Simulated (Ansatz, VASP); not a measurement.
# One calculation of Au, two programs

```
Au
1.0
     2.74837    0.00000    0.00000
     0.00000    2.74837    0.00000
     0.00000    0.00000    2.74837
Au
1
Direct
  0.00000 0.00000 0.00000
```

Alike in both runs: functional PBE; k mesh 20 × 20 × 20; occupations gaussian, width 0.1 eV; no spin polarisation.

Ansatz relaxed the structure, and its values are those at the end. VASP's run is a single point on that final structure, the one shown.

|  | VASP | Ansatz |
| --- | --- | --- |
| version | VASP 6.6.1 | Ansatz 0.2.0 |
| potentials or method | VASP PAW PBE potentials, release 64 (Au), cutoff 520 eV | scalar-relativistic, plane waves, PAW |
| valence electrons in the cell | 11 | 19 |

VASP gave:

| Quantity | Value |
| --- | --- |
| gap on the k mesh at the Fermi level (eV) | none |
| pressure (GPa) | -0.2 |

Q: Estimate Ansatz's values.

A: gap on the k mesh at the Fermi level (eV): none; pressure (GPa): 0.0.

A gap of «none» marks a metal or a gap that the smearing closes. With one functional, cell and mesh, what is left measures potentials, basis and numerics. VASP's potentials hold 11 valence electrons a cell and Ansatz's 19, so a difference there can come from the potentials and not from the codes.

Neither program's run includes spin-orbit coupling.
